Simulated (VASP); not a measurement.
# BaTiO3 in VASP: a series of runs

Runs on BaTiO3. Level: LDA. Tasks: electric field gradients.

Program: VASP 6.6.1. These are calculated values, not measurements. Logs are shortened: lines on timing, memory, paths and dates and some standing lists are left out, and cuts for length are marked.

### 1 The cell of the first run

The typed cell holds 5 atoms: a = 4.079 Å, b = 3.967 Å, c = 3.966 Å, α = 89.93°, β = 90.31°, γ = 89.31°.

### 2 Electric field gradients, LDA (equal xy, yz and zx shear strains of +2 %)

INCAR reads:

```
SYSTEM = BaTiO3
PREC = Accurate
ENCUT = 520
EDIFF = 1E-8
ISMEAR = -1
SIGMA = 0.05
LREAL = .False.
LASPH = .True.
NELM = 120
ALGO = Normal
ISIF = 2
LWAVE = .False.
LCHARG = .False.
GGA = CA
LEFG = .True.
NBANDS = 28
GGA_COMPAT = .False.
```

KPOINTS reads:

```
Automatic mesh
0
Gamma
  9 9 9
  0 0 0
```

POSCAR reads:

```
BaTiO3
1.0
    2.8671710233      1.6840089696      2.3623338393
   -2.7881652917      1.6274556064      2.3057804761
   -0.0094737834     -3.2419326277      2.2850805086
Ba Ti O
1 1 3
Direct
    0.0000000000      0.0000000000      0.0000000000
    0.5140000000      0.5140000000      0.5140000000
    0.4916000000      0.4916000000      0.9815000000
    0.4916000000      0.9815000000      0.4916000000
    0.9815000000      0.4916000000      0.4916000000
```

Potentials or basis: VASP PAW LDA potentials, release 64 (Ba_sv, Ti_sv, O).

On the command line:

```
> cat potpaw_LDA.64/Ba_sv/POTCAR potpaw_LDA.64/Ti_sv/POTCAR potpaw_LDA.64/O/POTCAR > POTCAR
> mpirun -np 1 vasp_std > vasp.out
```

OUTCAR:

```text
SYSTEM = BaTiO3
   PREC = Accurate
   ENCUT = 520
   EDIFF = 1E-8
   ISMEAR = -1
   LREAL = .False.
   LASPH = .True.
   NELM = 120
   ISIF = 2
   GGA = CA

 ion  position               nearest neighbor table
   1  0.000  0.000  0.000-   5 2.76   4 2.79   5 2.80   5 2.81   3 2.82   3 2.83   3 2.83   4 2.85
                             5 2.86   4 2.86   4 2.89   3 2.91   2 3.38   2 3.41   2 3.43   2 3.45
   2  0.514  0.514  0.514-   4 1.86   3 1.86   5 1.91   3 2.12   4 2.12   5 2.18   1 3.38   1 3.41
                             1 3.43   1 3.45   1 3.48   1 3.49   1 3.52   1 3.57
   3  0.492  0.492  0.981-   2 1.86   2 2.12   1 2.82   1 2.83   1 2.83   1 2.91
   4  0.492  0.981  0.492-   2 1.86   2 2.12   1 2.79   1 2.85   1 2.86   1 2.89
   5  0.981  0.492  0.492-   2 1.91   2 2.18   1 2.76   1 2.80   1 2.81   1 2.86

  LATTYP: Found a triclinic cell.
 ALAT       =     5.6559018204
 B/A-ratio  =     0.7014360780
 C/A-ratio  =     0.7012735876
 COS(alpha) =     0.0012206235
 COS(beta)  =     0.0048005029
 COS(gamma) =     0.6928112928

  Lattice vectors:

 A1 = (   5.6553363150,   0.0565533632,   0.0565533632)
 A2 = (   2.7881652917,  -1.6274556064,  -2.3057804761)
 A3 = (   0.0094737834,   3.2419326277,  -2.2850805086)

Analysis of symmetry for initial positions (statically):
=====================================================================
 Subroutine PRICEL returns:
 Original cell was already a primitive cell.

 Routine SETGRP: Setting up the symmetry group for a
 triclinic supercell.

 Subroutine GETGRP returns: Found  1 space group operations
 (whereof  1 operations were pure point group operations)
 out of a pool of  2 trial point group operations.

The static configuration has the point symmetry C_1 .

Analysis of symmetry for dynamics (positions and initial velocities):
=====================================================================
 Subroutine PRICEL returns:
 Original cell was already a primitive cell.

 Routine SETGRP: Setting up the symmetry group for a
 triclinic supercell.

 Subroutine GETGRP returns: Found  1 space group operations
 (whereof  1 operations were pure point group operations)
 out of a pool of  2 trial point group operations.

The dynamic configuration has the point symmetry C_1 .

 Subroutine INISYM returns: Found  1 space group operations
 (whereof  1 operations are pure point group operations),
 and found     1 'primitive' translations

----------------------------------------------------------------------------------------

                                     Primitive cell

  volume of cell :      64.1773

  direct lattice vectors                    reciprocal lattice vectors
     2.867171023  1.684008970  2.362333839     0.174423948  0.098934375  0.141085197
    -2.788165292  1.627455606  2.305780476    -0.179294382  0.102436537  0.144587359
    -0.009473783 -3.241932628  2.285080509     0.000597744 -0.205643604  0.145869239

  length of vectors
     4.078869581  3.967253590  3.966334561     0.245187188  0.252081781  0.252125929

  position of ions in fractional coordinates (direct lattice)
     0.000000000  0.000000000  0.000000000
     0.514000000  0.514000000  0.514000000
     0.491600000  0.491600000  0.981500000
     0.491600000  0.981500000  0.491600000
     0.981500000  0.491600000  0.491600000

  ion indices of the primitive-cell ions
   primitive index   ion index
                 1           1
                 2           2
                 3           3
                 4           4
                 5           5

----------------------------------------------------------------------------------------

 KPOINTS: Automatic mesh

Automatic generation of k-mesh.
 Grid dimensions read from file:
 generate k-points for:    9    9    9

 Generating k-lattice:

  Cartesian coordinates                     Fractional coordinates (reciprocal lattice)
     0.019380439  0.010992708  0.015676133     0.111111111 -0.000000000  0.000000000
[... 52 lines left out ...]
   ICHARG =      2    charge: 1-file 2-atom 10-const
   ISPIN  =      1    spin polarized calculation?
   LNONCOLLINEAR =      F non collinear calculations
   LSORBIT =      F    spin-orbit coupling
   LASPH  =      T    aspherical Exc in radial PAW
   ENCUT  =  520.0 eV  38.22 Ry    6.18 a.u.   7.58  7.38  7.37*2*pi/ulx,y,z
   NELM   =    120;   NELMIN=  2; NELMDL= -5     # of ELM steps
   EDIFF  = 0.1E-07   stopping-criterion for ELM
   LREAL  =      F    real-space projection
   EDIFFG = 0.1E-06   stopping-criterion for IOM
   NSW    =      0    number of steps for IOM
   IBRION =     -1    ionic relax: 0-MD 1-quasi-New 2-CG
   NFREE  =      0    steps in history (QN), initial steepest desc. (CG)
   ISIF   =      2    stress and relaxation
   ISYM   =      2    0-nonsym 1-usesym 2-fastsym
   POTIM  = 0.5000    time-step for ionic-motion
   TEBEG  =    0.0;   TEEND  =   0.0 temperature during run
   PSTRESS=    0.0 pullay stress
   NELECT =      40.0000    total number of electrons
   NUPDOWN=      -1.0000    fix difference up-down
   EMIN   =  10.00;   EMAX   =-10.00  energy-range for DOS
   EFERMI =   0.00;   METHOD = LEGACY
   ISMEAR =    -1;   SIGMA  =   0.05  broadening in eV -4-tet -1-fermi 0-gaus
   EFERMI_NEDOS =   21; number of points for ismear=-14 and -15
   IALGO  =     38    algorithm
   IMIX   =      4    mixing-type and parameters
     AMIX     =   0.40;   BMIX     =  1.00
     AMIX_MAG =   1.60;   BMIX_MAG =  1.00
  volume/ion in A,a.u.               =      12.84        86.62
  Fermi-wavevector in a.u.,A,eV,Ry     =   1.398410  2.642611 26.606868  1.955550
  Thomas-Fermi vector in A             =   2.521570
   LORBIT       =      0    0 simple, 1 ext, 2 COOP (PROOUT), +10 PAW based schemes
   GGA     = CA    functional components
   LHFCALC =     F    Hartree Fock is set to
   AEXX    =    0.0000 exact exchange contribution
   IVDW    =     0    specifies the selected vdW correction
   LEPSILON=     F    determine dielectric tensor
   LRPA    =     F    only Hartree local field effects (RPA)
 non-spin polarized calculation
  energy-cutoff  :      520.00
  volume of cell :       64.18
 maximum number of plane-waves:      1758
   NGX = 15   NGY = 15   NGZ = 15

 number of electron      40.0000003 magnetization

 Free energy of the ion-electron system (eV)
  ---------------------------------------------------
  ext. energy  EPLUGINS =         0.00000000
  ---------------------------------------------------
  free energy    TOTEN  =       -44.11633669 eV

  energy without entropy =      -44.11633669  energy(sigma->0) =      -44.11633669

 E-fermi :   4.5027     XC(G=0): -11.7170

 val. band max:        3.4433253004   @ k =   0.4444  -0.4444   0.4444
 cond. band min:       5.7080937662   @ k =   0.0000   0.0000   0.0000
 fundamental gap:      2.2647684658
 Fermi energy:         4.5026584723

 k-point     1 :       0.0000    0.0000    0.0000
  band No.  band energies     occupation
      1     -52.0949      2.00000
      2     -28.7660      2.00000
      3     -28.7592      2.00000
      4     -28.7348      2.00000
      5     -21.1889      2.00000
      6     -13.0740      2.00000
[... 733 lines left out ...]
     27      10.2505      0.00000
     28      11.7033      0.00000

 [... further k-points ...]

------------------------ aborting loop because EDIFF is reached ----------------------------------------

  FORCE on cell =-STRESS in cart. coord.  units (eV):
  Direction    XX          YY          ZZ          XY          YZ          ZX
  --------------------------------------------------------------------------------------
  -------------------------------------------------------------------------------------
  Total       -1.3543897     -1.4990621     -1.5286394     -0.8270293     -0.7963284     -0.7261369
  in kB      -33.8121679    -37.4238966    -38.1622892    -20.6466817    -19.8802379    -18.1279150
  external PRESSURE =     -36.4661179 kB  Pullay stress =       0.0000000 kB

 VOLUME and BASIS-vectors are now :
 -----------------------------------------------------------------------------
  energy-cutoff  :      520.00
  volume of cell :       64.18
      direct lattice vectors                 reciprocal lattice vectors
     2.867171023  1.684008970  2.362333839     0.174423948  0.098934375  0.141085197
    -2.788165292  1.627455606  2.305780476    -0.179294382  0.102436537  0.144587359
    -0.009473783 -3.241932628  2.285080509     0.000597744 -0.205643604  0.145869239

 POSITION                                       TOTAL-FORCE (eV/Angst)
 -----------------------------------------------------------------------------------
      0.00000      0.00000      0.00000         0.018056      0.008993      0.099821
      0.03574      0.03574      3.57394         0.266750      0.177066     -0.036157
      0.02954     -1.55404      4.53765         0.025280     -0.231763      0.027212
     -1.33174      0.83147      4.54779        -0.204375      0.128411      0.032866
      1.43881      0.85918      4.57550        -0.105712     -0.082707     -0.123743
 -----------------------------------------------------------------------------------
    total drift:                                0.000694      0.000395     -0.000863

  FREE ENERGIE OF THE ION-ELECTRON SYSTEM (eV)
  ---------------------------------------------------
  free  energy   TOTEN  =       -44.1163366875 eV

  energy  without entropy=      -44.1163366874  energy(sigma->0) =      -44.11633669

 Electric field gradients (V/A^2)
---------------------------------------------------------------------
 ion       V_xx      V_yy      V_zz      V_xy      V_xz      V_yz
---------------------------------------------------------------------
   1      -6.131     2.929     3.202     5.225     2.283     6.528
   2       2.442   -13.571    11.129     9.697    14.890     7.120
   3      -6.807     5.514     1.293     2.854     3.468    -9.600
   4       2.892    -5.620     2.728    -3.933    -6.445     8.540
   5       4.123    -5.847     1.724    11.347    15.053     9.673
---------------------------------------------------------------------

 Electric field gradients after diagonalization (V/A^2)
 (convention: |V_zz| > |V_xx| > |V_yy|)
----------------------------------------------------------------------
 ion       V_xx      V_yy      V_zz     asymmetry (V_yy - V_xx)/ V_zz
----------------------------------------------------------------------
   1      -8.565    -2.669    11.234       0.525
   2     -18.140    -7.563    25.702       0.412
   3     -11.111    -2.121    13.232       0.679
   4     -10.952    -2.503    13.455       0.628
   5     -13.264   -11.917    25.180       0.054
----------------------------------------------------------------------

           NMR quadrupolar parameters

 Cq : quadrupolar parameter    Cq=e*Q*V_zz/h
 eta: asymmetry parameters     (V_yy - V_xx)/ V_zz
 Q  : nuclear electric quadrupole moment in mb (millibarn)
----------------------------------------------------------------------
 ion       Cq(MHz)       eta       Q (mb)
----------------------------------------------------------------------
   1       0.027       0.525       1.000
   2       0.062       0.412       1.000
   3       0.032       0.679       1.000
   4       0.033       0.628       1.000
   5       0.061       0.054       1.000
----------------------------------------------------------------------
```

It took 14 min on 1 thread of Intel Xeon Platinum 8488C (Sapphire Rapids), shared host; peak memory 0.65 GiB.

Results:

```
Free energy                             : -44.1163 eV
Pressure                                : -3.6 GPa
Largest force                           : 0.322 eV/Å
Band gap on the k mesh                  : 2.26 eV (least direct gap 2.60 eV)
Largest electric field gradient by atom : Ba +11.2; Ti +25.7; O +13.2, +13.5, +25.2 V/Å²
```

Forces in eV/Å, atoms in the order of the input:
```
Ba   0.018  0.009  0.100
Ti   0.267  0.177 -0.036
O    0.025 -0.232  0.027
O   -0.204  0.128  0.033
O   -0.106 -0.083 -0.124
```

Electric field gradients, principal values (V/Å²):
| atom | least | middle | greatest (by size) |
| --- | --- | --- | --- |
| 1 Ba | -2.669 | -8.565 | 11.234 |
| 2 Ti | -7.563 | -18.140 | 25.702 |
| 3 O | -2.121 | -11.111 | 13.232 |
| 4 O | -2.503 | -10.952 | 13.455 |
| 5 O | -11.917 | -13.264 | 25.180 |

Caveat: the cell differs from its parent crystal (equal xy, yz and zx shear strains of +2 %); the cell stands under tension; without QUAD_EFG the Cq values of the log hold for a quadrupole moment of 1 mb, not for the nuclei; spin-orbit coupling is left out, which moves the levels of the heavy elements.

(Continued in part 2 of 3.)
